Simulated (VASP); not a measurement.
# SnSe2 (P-3m1) in VASP: further runs, part 2 of 2

VASP 6.6.1. The steps go on from the part before.

## (3) Single point, PBE+D3(BJ)

This run uses another cell than the first one, of 27.54 Å³/atom.

Contents of INCAR:

```
  ALGO = Normal
  EDIFF = 1E-6
  ENCUT = 500
  GGA = PE
  GGA_COMPAT = False
  ISIF = 2
  ISMEAR = 0
  IVDW = 12
  LASPH = True
  LCHARG = False
  LREAL = False
  LWAVE = False
  NBANDS = 20
  NELM = 120
  PREC = Accurate
  SIGMA = 0.03
```

Contents of KPOINTS:

```
k-points
0
Gamma
  12 12 6
```

Contents of POSCAR:

```
SnSe2
1.0
    3.6960000000      0.0000000000      0.0000000000
   -1.8480000000      3.2008298924      0.0000000000
    0.0000000000      0.0000000000      6.9835000000
Sn Se
1 2
Direct
    0.0000000000      0.0000000000      0.0000000000
    0.3333333333      0.6666666667      0.2651331237
    0.6666666667      0.3333333333      0.7348668763
```

Potentials or basis: VASP PAW PBE potentials, release 64 (Sn_d, Se).

Started as:

```
$ cat potpaw_PBE.64/Sn_d/POTCAR potpaw_PBE.64/Se/POTCAR > POTCAR
$ mpirun -np 1 vasp_std > vasp.out
```

OUTCAR:

```text
EDIFF = 1E-6
   ENCUT = 500
   GGA = PE
   ISIF = 2
   ISMEAR = 0
   IVDW = 12
   LASPH = True
   LREAL = False
   NELM = 120
   PREC = Accurate
 IVDW          = 12

 ion  position               nearest neighbor table
   1  0.000  0.000  0.000-   2 2.83   3 2.83   3 2.83   2 2.83   3 2.83   2 2.83
   2  0.333  0.667  0.265-   1 2.83   1 2.83   1 2.83
   3  0.667  0.333  0.735-   1 2.83   1 2.83   1 2.83

  LATTYP: Found a hexagonal cell.
 ALAT       =     3.6960000000
 C/A-ratio  =     1.8894751082

  Lattice vectors:

 A1 = (   3.6960000000,   0.0000000000,   0.0000000000)
 A2 = (  -1.8480000000,   3.2008298924,   0.0000000000)
 A3 = (   0.0000000000,   0.0000000000,   6.9835000000)

Analysis of symmetry for initial positions (statically):
=====================================================================
 Subroutine PRICEL returns:
 Original cell was already a primitive cell.

 Routine SETGRP: Setting up the symmetry group for a
 hexagonal supercell.

[... 164 lines left out ...]
  ---------------------------------------------------
  free energy    TOTEN  =       -11.39148732 eV

  energy without entropy =      -11.39061201  energy(sigma->0) =      -11.39104967

 E-fermi :   3.9534     XC(G=0):  -9.2403

 val. band max:        3.9518534932   @ k =   0.3333   0.3333   0.0000
 cond. band min:       3.9546194713   @ k =   0.1667   0.0000   0.1667
 fundamental gap:      0.0027659781
 Fermi energy:         3.9533675800

 k-point     1 :       0.0000    0.0000    0.0000
  band No.  band energies     occupation
      1     -17.6765      2.00000
      2     -17.6765      2.00000
      3     -17.6076      2.00000
      4     -17.5925      2.00000
      5     -17.5925      2.00000
      6      -9.8171      2.00000
[... 541 lines left out ...]
     19      11.9240      0.00000
     20      12.3290      0.00000

 [... further k-points ...]

------------------------ aborting loop because EDIFF is reached ----------------------------------------

 Edisp (eV)   -1.01010

 E8    (eV) :    -0.4419

  FORCE on cell =-STRESS in cart. coord.  units (eV):
  Direction    XX          YY          ZZ          XY          YZ          ZX
  --------------------------------------------------------------------------------------
  -------------------------------------------------------------------------------------
  Total       0.33906     0.33906    -6.45557    -0.00000     0.00000     0.00000
  in kB       6.57542     6.57542  -125.19226    -0.00000     0.00000     0.00000
  external pressure =      -37.35 kB  Pullay stress =        0.00 kB

 VOLUME and BASIS-vectors are now :
 -----------------------------------------------------------------------------
  energy-cutoff  :      500.00
  volume of cell :       82.62
      direct lattice vectors                 reciprocal lattice vectors
     3.696000000  0.000000000  0.000000000     0.270562771  0.156209488  0.000000000
    -1.848000000  3.200829892  0.000000000     0.000000000  0.312418977  0.000000000
     0.000000000  0.000000000  6.983500000     0.000000000  0.000000000  0.143194673

 POSITION                                       TOTAL-FORCE (eV/Angst)
 -----------------------------------------------------------------------------------
      0.00000      0.00000      0.00000         0.000000      0.000000      0.000000
     -0.00000      2.13389      1.85156        -0.000000      0.000000     -1.467211
      1.84800      1.06694      5.13194         0.000000      0.000000      1.467211
 -----------------------------------------------------------------------------------
    total drift:                               -0.000000      0.000000      0.000000

  FREE ENERGIE OF THE ION-ELECTRON SYSTEM (eV)
  ---------------------------------------------------
  free  energy   TOTEN  =       -12.4015862621 eV

  energy  without entropy=      -12.4007109500  energy(sigma->0) =      -12.40114861
```

OSZICAR:

```text
N       E                     dE             d eps       ncg     rms          rms(c)
DAV:   1     0.199331340301E+03    0.19933E+03   -0.11929E+04  4088   0.141E+03
DAV:   2     0.111089034868E+02   -0.18822E+03   -0.18150E+03  4276   0.370E+02
DAV:   3    -0.108511959295E+02   -0.21960E+02   -0.21409E+02  4884   0.111E+02
DAV:   4    -0.116175009372E+02   -0.76631E+00   -0.76304E+00  4764   0.218E+01
DAV:   5    -0.116366136118E+02   -0.19113E-01   -0.19111E-01  5476   0.360E+00    0.434E+00
DAV:   6    -0.114078471611E+02    0.22877E+00   -0.63157E-01  5800   0.687E+00    0.270E+00
DAV:   7    -0.113915785744E+02    0.16269E-01   -0.10502E-01  4556   0.181E+00    0.101E+00
DAV:   8    -0.113911944498E+02    0.38412E-03   -0.13276E-02  4772   0.738E-01    0.242E-01
DAV:   9    -0.113914714779E+02   -0.27703E-03   -0.19624E-03  4620   0.281E-01    0.634E-02
DAV:  10    -0.113914727739E+02   -0.12960E-05   -0.27493E-04  4840   0.121E-01    0.281E-02
DAV:  11    -0.113914874265E+02   -0.14653E-04   -0.56002E-05  4508   0.724E-02    0.944E-03
DAV:  12    -0.113914873215E+02    0.10499E-06   -0.48982E-06  4716   0.240E-02
   1 F= -.12401586E+02 E0= -.12401149E+02  d E =-.875312E-03
```

stdout:

```text
POSCAR found type information on POSCAR SnSe
 POSCAR found :  2 types and       3 ions
 scaLAPACK will be used
 LDA part: xc-table for (Slater+PW92), standard interpolation
 POSCAR, INCAR and KPOINTS ok, starting setup
 FFT: planning ... GRIDC
 FFT: planning ... GRID_SOFT
 FFT: planning ... GRID
 WAVECAR not read
 entering main loop
```

Run time: 55 s. Hardware: 1 thread of Intel Xeon 6975P-C (Granite Rapids), shared host; peak memory 0.29 GiB.

What came out:

```yaml
Free_energy: -12.4016 eV
Pressure: -3.7 GPa
Largest_force: 1.467 eV/Å
Band_gap_on_the_k_mesh: zero (bands 13 and 14 overlap by 0.54 eV)
Dispersion_energy_per_atom: -0.337 eV
```

Forces on the atoms (eV/Å):
```
Sn   0.000  0.000  0.000
Se   0.000  0.000 -1.467
Se   0.000  0.000  1.467
```

Levels at points of the mesh, in eV from the Fermi level:
```tsv
k point	band 10	band 11	band 12	band 13	band 14	band 15	band 16	band 17
(0.00, 0.00, 0.00)	-0.18	-0.18	-0.02	-0.02	0.34	3.68	4.74	4.74
(0.50, 0.00, 0.00)	-3.52	-2.14	-1.90	-0.48	0.44	3.03	4.39	4.42
(0.00, 0.00, 0.50)	-0.27	-0.27	0.09	0.09	2.10	3.33	4.62	4.62
(0.50, 0.00, 0.50)	-2.87	-1.76	-1.54	-0.75	-0.45	2.52	4.16	4.86
```

Caveat: the stress differs along the axes, from -13 to 1 GPa; semilocal functionals underestimate gaps, and a narrow one can read as zero; spin-orbit coupling is left out, which moves the levels of the heavy elements; forces of over 1 eV/Å act on the atoms, so gaps and moduli don't describe the material at rest.
